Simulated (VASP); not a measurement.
# AlAsPd3 (Pm-3m) in VASP: a series of runs

AlAsPd3 is run at these levels: PBE; tasks: single point, relaxation of cell and atoms.

All numbers are computed with VASP 6.6.1; they aren't measurements. Logs are shortened: lines on timing, memory, paths and dates and some standing lists are left out, and cuts for length are marked.

## Step 1: The cell of the first run

Symmetry: Pm-3m, No. 221, cubic system. Conventional cell: a = 4.635 Å, b = 4.635 Å, c = 4.635 Å, α = 90.00°, β = 90.00°, γ = 90.00°. Within 4.3 Å of Al (site symmetry m-3m) lie 12 Pd at 3.28 Å and 8 As at 4.01 Å. Within 3.1 Å of As (site symmetry m-3m) lie 6 Pd at 2.32 Å. Within 3.1 Å of Pd (site symmetry 4/mmm) lie 2 As at 2.32 Å.

The cell was generated, and may not be a known phase.

## Step 2: Single point, PBE

Input file INCAR:

```
ALGO = Normal
EDIFF = 1E-6
ENCUT = 520
GGA = PE
ISIF = 2
ISMEAR = 0
LASPH = T
LCHARG = T
LELF = T
LREAL = F
LVHAR = T
LWAVE = F
NBANDS = 27
NELM = 60
PREC = Accurate
SIGMA = 0.1
```

Input file KPOINTS:

```
k-points
0
Gamma
  8 8 8
```

Input file POSCAR:

```
AlAsPd3
1.0
    4.6347551644      0.0000000000      0.0000000000
    0.0000000000      4.6347551644      0.0000000000
    0.0000000000      0.0000000000      4.6347551644
Al As Pd
1 1 3
Direct
    0.0000000000      0.0000000000      0.0000000000
    0.5000000000      0.5000000000      0.5000000000
    0.5000000000      0.5000000000      0.0000000000
    0.0000000000      0.5000000000      0.5000000000
    0.5000000000      0.0000000000      0.5000000000
```

Potentials or basis: VASP PAW PBE potentials, release 64 (Al, As, Pd).

Command:

```sh
cat potpaw_PBE.64/Al/POTCAR potpaw_PBE.64/As/POTCAR potpaw_PBE.64/Pd/POTCAR > POTCAR
mpirun -np 1 vasp_std > vasp.out
```

OUTCAR:

```text
EDIFF = 1E-6
   ENCUT = 520
   GGA = PE
   ISIF = 2
   ISMEAR = 0
   LASPH = T
   LREAL = F
   NELM = 60
   PREC = Accurate

 ion  position               nearest neighbor table
   1  0.000  0.000  0.000-   3 3.28   4 3.28   5 3.28   4 3.28   5 3.28   3 3.28   4 3.28   4 3.28
                             3 3.28   5 3.28   5 3.28   3 3.28
   2  0.500  0.500  0.500-   3 2.32   4 2.32   5 2.32   3 2.32   5 2.32   4 2.32
   3  0.500  0.500  0.000-   2 2.32   2 2.32   4 3.28   5 3.28   1 3.28   4 3.28   5 3.28   1 3.28
                             5 3.28   5 3.28   1 3.28   4 3.28   4 3.28   1 3.28
   4  0.000  0.500  0.500-   2 2.32   2 2.32   3 3.28   5 3.28   1 3.28   3 3.28   1 3.28   5 3.28
                             1 3.28   1 3.28   3 3.28   5 3.28   3 3.28   5 3.28
   5  0.500  0.000  0.500-   2 2.32   2 2.32   3 3.28   4 3.28   1 3.28   3 3.28   1 3.28   3 3.28
                             4 3.28   3 3.28   1 3.28   4 3.28   1 3.28   4 3.28

  LATTYP: Found a simple cubic cell.
 ALAT       =     4.6347551644

  Lattice vectors:

 A1 = (   4.6347551644,   0.0000000000,   0.0000000000)
 A2 = (   0.0000000000,   4.6347551644,   0.0000000000)
 A3 = (   0.0000000000,   0.0000000000,   4.6347551644)

Analysis of symmetry for initial positions (statically):
=====================================================================
 Subroutine PRICEL returns:
 Original cell was already a primitive cell.

 Routine SETGRP: Setting up the symmetry group for a
 simple cubic supercell.

 Subroutine GETGRP returns: Found 48 space group operations
 (whereof 48 operations were pure point group operations)
 out of a pool of 48 trial point group operations.

The static configuration has the point symmetry O_h .

Analysis of symmetry for dynamics (positions and initial velocities):
=====================================================================
 Subroutine PRICEL returns:
 Original cell was already a primitive cell.

 Routine SETGRP: Setting up the symmetry group for a
 simple cubic supercell.

 Subroutine GETGRP returns: Found 48 space group operations
 (whereof 48 operations were pure point group operations)
 out of a pool of 48 trial point group operations.

The dynamic configuration has the point symmetry O_h .

 Subroutine INISYM returns: Found 48 space group operations
 (whereof 48 operations are pure point group operations),
 and found     1 'primitive' translations

----------------------------------------------------------------------------------------

[... 96 lines left out ...]
   ENCUT  =  520.0 eV  38.22 Ry    6.18 a.u.   8.62  8.62  8.62*2*pi/ulx,y,z
   NELM   =     60;   NELMIN=  2; NELMDL= -5     # of ELM steps
   EDIFF  = 0.1E-05   stopping-criterion for ELM
   LREAL  =      F    real-space projection
   EDIFFG = 0.1E-04   stopping-criterion for IOM
   NSW    =      0    number of steps for IOM
   IBRION =     -1    ionic relax: 0-MD 1-quasi-New 2-CG
   NFREE  =      0    steps in history (QN), initial steepest desc. (CG)
   ISIF   =      2    stress and relaxation
   ISYM   =      2    0-nonsym 1-usesym 2-fastsym
   POTIM  = 0.5000    time-step for ionic-motion
   TEBEG  =    0.0;   TEEND  =   0.0 temperature during run
   PSTRESS=    0.0 pullay stress
   NELECT =      38.0000    total number of electrons
   NUPDOWN=      -1.0000    fix difference up-down
   EMIN   =  10.00;   EMAX   =-10.00  energy-range for DOS
   EFERMI =   0.00;   METHOD = LEGACY
   ISMEAR =     0;   SIGMA  =   0.10  broadening in eV -4-tet -1-fermi 0-gaus
   EFERMI_NEDOS =   21; number of points for ismear=-14 and -15
   IALGO  =     38    algorithm
   IMIX   =      4    mixing-type and parameters
     AMIX     =   0.40;   BMIX     =  1.00
     AMIX_MAG =   1.60;   BMIX_MAG =  1.00
  volume/ion in A,a.u.               =      19.91       134.37
  Fermi-wavevector in a.u.,A,eV,Ry     =   1.187524  2.244096 19.187131  1.410214
  Thomas-Fermi vector in A             =   2.323674
   LORBIT       =      0    0 simple, 1 ext, 2 COOP (PROOUT), +10 PAW based schemes
   GGA     = PE    functional components
   LHFCALC =     F    Hartree Fock is set to
   AEXX    =    0.0000 exact exchange contribution
   IVDW    =     0    specifies the selected vdW correction
   LEPSILON=     F    determine dielectric tensor
   LRPA    =     F    only Hartree local field effects (RPA)
 non-spin polarized calculation
 Gauss-broadening in eV      SIGMA  =   0.10
  energy-cutoff  :      520.00
  volume of cell :       99.56
 maximum number of plane-waves:      2730
 NGX is ok and might be reduce to    36
   NGX = 17   NGY = 17   NGZ = 17

 number of electron      38.0000006 magnetization

 Free energy of the ion-electron system (eV)
  ---------------------------------------------------
  ext. energy  EPLUGINS =         0.00000000
  ---------------------------------------------------
  free energy    TOTEN  =       -23.40487892 eV

  energy without entropy =      -23.39049163  energy(sigma->0) =      -23.39768527

 E-fermi :   6.3100     XC(G=0): -10.6656

 val. band max:        6.2508821000   @ k =   0.5000   0.2500   0.1250
 cond. band min:       6.3114723901   @ k =   0.2500   0.2500   0.2500
 fundamental gap:      0.0605902901
 Fermi energy:         6.3100209117

 k-point     1 :       0.0000    0.0000    0.0000
  band No.  band energies     occupation
      1      -6.9469      2.00000
      2       0.1731      2.00000
      3       2.2374      2.00000
      4       2.2374      2.00000
      5       2.2374      2.00000
      6       3.1250      2.00000
[... 709 lines left out ...]
     26      12.2458      0.00000
     27      12.8032      0.00000

 [... further k-points ...]
[... 5 lines left out ...]
  --------------------------------------------------------------------------------------
  -------------------------------------------------------------------------------------
  Total        0.0857444      0.0857444      0.0857444     -0.0000000     -0.0000000      0.0000000
  in kB        1.3798630      1.3798630      1.3798630     -0.0000000     -0.0000000      0.0000000
  external PRESSURE =       1.3798630 kB  Pullay stress =       0.0000000 kB

 VOLUME and BASIS-vectors are now :
 -----------------------------------------------------------------------------
  energy-cutoff  :      520.00
  volume of cell :       99.56
      direct lattice vectors                 reciprocal lattice vectors
     4.634755164  0.000000000  0.000000000     0.215761128  0.000000000  0.000000000
     0.000000000  4.634755164  0.000000000     0.000000000  0.215761128  0.000000000
     0.000000000  0.000000000  4.634755164     0.000000000  0.000000000  0.215761128

 POSITION                                       TOTAL-FORCE (eV/Angst)
 -----------------------------------------------------------------------------------
      0.00000      0.00000      0.00000         0.000000      0.000000      0.000000
      2.31738      2.31738      2.31738         0.000000      0.000000      0.000000
      2.31738      2.31738      0.00000         0.000000      0.000000      0.000000
      0.00000      2.31738      2.31738         0.000000      0.000000      0.000000
      2.31738      0.00000      2.31738         0.000000      0.000000      0.000000
 -----------------------------------------------------------------------------------
    total drift:                                0.000000      0.000000      0.000000

  FREE ENERGIE OF THE ION-ELECTRON SYSTEM (eV)
  ---------------------------------------------------
  free  energy   TOTEN  =       -23.4048789169 eV

  energy  without entropy=      -23.3904916260  energy(sigma->0) =      -23.39768527
```

OSZICAR:

```text
N       E                     dE             d eps       ncg     rms          rms(c)
DAV:   1     0.203339217377E+03    0.20334E+03   -0.17283E+04  1890   0.125E+03
DAV:   2    -0.155311732698E+02   -0.21887E+03   -0.20682E+03  2047   0.264E+02
DAV:   3    -0.240085449616E+02   -0.84774E+01   -0.83205E+01  2238   0.504E+01
DAV:   4    -0.240994965148E+02   -0.90952E-01   -0.90844E-01  2050   0.544E+00
DAV:   5    -0.241010550163E+02   -0.15585E-02   -0.15585E-02  2219   0.742E-01    0.118E+01
DAV:   6    -0.234971289997E+02    0.60393E+00   -0.15016E+00  2157   0.869E+00    0.572E+00
DAV:   7    -0.234253224635E+02    0.71807E-01   -0.18554E-01  2022   0.259E+00    0.277E+00
DAV:   8    -0.234058265062E+02    0.19496E-01   -0.48274E-02  2040   0.167E+00    0.877E-01
DAV:   9    -0.234050578686E+02    0.76864E-03   -0.37367E-03  2065   0.347E-01    0.181E-01
DAV:  10    -0.234048848071E+02    0.17306E-03   -0.71289E-04  1986   0.161E-01    0.433E-02
DAV:  11    -0.234048806962E+02    0.41109E-05   -0.43394E-05  2110   0.422E-02    0.141E-02
DAV:  12    -0.234048790433E+02    0.16529E-05   -0.34415E-06  1817   0.936E-03    0.443E-03
DAV:  13    -0.234048789169E+02    0.12640E-06   -0.21460E-07  1050   0.259E-03
   1 F= -.23404879E+02 E0= -.23397685E+02  d E =-.143873E-01
```

stdout:

```text
POSCAR found type information on POSCAR AlAsPd
 POSCAR found :  3 types and       5 ions
 scaLAPACK will be used
 LDA part: xc-table for (Slater+PW92), standard interpolation
 POSCAR, INCAR and KPOINTS ok, starting setup
 FFT: planning ... GRIDC
 FFT: planning ... GRID_SOFT
 FFT: planning ... GRID
 WAVECAR not read
 entering main loop
```

Run time: 57 s. Hardware: 1 thread of Intel Xeon Platinum 8375C at 2.90GHz (Ice Lake), shared host; peak memory 0.26 GiB.

Results:

```yaml
Free_energy: -23.4049 eV
Pressure: 0.1 GPa
Band_gap_on_the_k_mesh: zero (bands 19 and 20 overlap by 0.40 eV)
```

## Step 3: Relaxation of cell and atoms, PBE

Input file INCAR:

```
SYSTEM = AlAsPd3
PREC = Accurate
ENCUT = 600
EDIFF = 1E-7
ISMEAR = 0
SIGMA = 0.1
LREAL = .FALSE.
LASPH = .TRUE.
NELM = 60
ALGO = Normal
ISIF = 3
LWAVE = .FALSE.
LCHARG = .FALSE.
GGA = PE
IBRION = 2
NSW = 100
EDIFFG = -0.01
```

Input file KPOINTS:

```
Automatic mesh
0
G
  8 8 8
  0 0 0
```

POSCAR, as its differences from that of step 2:

```diff
@@ -2,5 +2,5 @@
 1.0
-    4.6347551644      0.0000000000      0.0000000000
-    0.0000000000      4.6347551644      0.0000000000
-    0.0000000000      0.0000000000      4.6347551644
+    4.6368905340      0.0000000000      0.0000000000
+    0.0000000000      4.6368905340      0.0000000000
+    0.0000000000      0.0000000000      4.6368905340
 Al As Pd
```

Potentials or basis: VASP PAW PBE potentials, release 64 (Al, As, Pd).

Command:

```sh
cat potpaw_PBE.64/Al/POTCAR potpaw_PBE.64/As/POTCAR potpaw_PBE.64/Pd/POTCAR > POTCAR
mpirun -np 1 vasp_std > vasp.out
```

Wall time 79 s (1 thread of Intel Xeon Platinum 8375C at 2.90GHz (Ice Lake), shared host); peak memory 0.3 GiB.

The run converged. Its results:

```yaml
Free_energy: -23.4045 eV
Pressure_after_relaxing: 0.0 GPa
Band_gap_on_the_k_mesh: zero (bands 19 and 20 overlap by 0.40 eV)
```

Final structure:
```
Al As Pd
1.0
     4.63689    0.00000    0.00000
     0.00000    4.63689    0.00000
     0.00000    0.00000    4.63689
Al As Pd
1 1 3
Direct
  0.00000 0.00000 0.00000
  0.50000 0.50000 0.50000
  0.50000 0.50000 0.00000
  0.00000 0.50000 0.50000
  0.50000 0.00000 0.50000
```

Levels at points of the mesh, in eV from the Fermi level:
```
           k point  band 15  band 16  band 17  band 18  band 19  band 20  band 21  band 22  band 23
(0.00, 0.00, 0.00)    -2.15    -1.69    -1.69    -1.69    -1.31     0.40     2.22     2.22     2.22
(0.50, 0.00, 0.00)    -2.24    -1.79    -1.69    -0.34    -0.34     0.55     1.42     2.71     2.71
(0.50, 0.50, 0.00)    -2.09    -1.83    -1.48    -0.95    -0.95     0.90     2.33     3.69     3.86
(0.50, 0.50, 0.50)    -1.56    -1.56    -1.17    -1.17    -1.17    -0.32     0.51     0.51     0.51
```

Caveat: the relaxation stopped at its first step, so nothing moved.

The gap in the log of VASP goes by the Fermi energy; the results here count the filled bands.